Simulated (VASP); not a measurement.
Here is a VASP 6.6.1 calculation.

INCAR

```
SYSTEM = C
PREC = Accurate
ENCUT = 520
EDIFF = 1E-7
ISMEAR = 0
SIGMA = 0.1
LREAL = .False.
LASPH = .True.
NELM = 80
ALGO = Normal
ISIF = 2
LWAVE = .False.
LCHARG = .True.
GGA = RE
IVDW = 12
LELF = .True.
LVHAR = .True.
NBANDS = 11
```

File KPOINTS:

```
regular mesh
0
Gamma
  13 13 13
  0 0 0
```

POSCAR

```
C
1.0
    0.0000000000      1.7833700000      1.7833700000
    1.7833700000      0.0000000000      1.7833700000
    1.7833700000      1.7833700000      0.0000000000
C
2
Direct
    0.2500000000      0.2500000000      0.2500000000
    0.0000000000      0.0000000000      0.0000000000
```

Potentials or basis: VASP PAW PBE potentials, release 64 (C).

Launch:

```console
$ cat potpaw_PBE.64/C/POTCAR > POTCAR
$ mpirun -np 1 vasp_std > vasp.out
```

(1) Estimate the dispersion energy per atom.

(2) Estimate the band gap on the k mesh.

(3) What does it give for the pressure?

Answers

(1) -0.396 eV.

(2) 4.13 eV, indirect (least direct gap 5.59 eV).

(3) -4.0 GPa.

Caveat: three body term missing; the PAW data sets were made with another functional, which shifts forces and pressure a little.
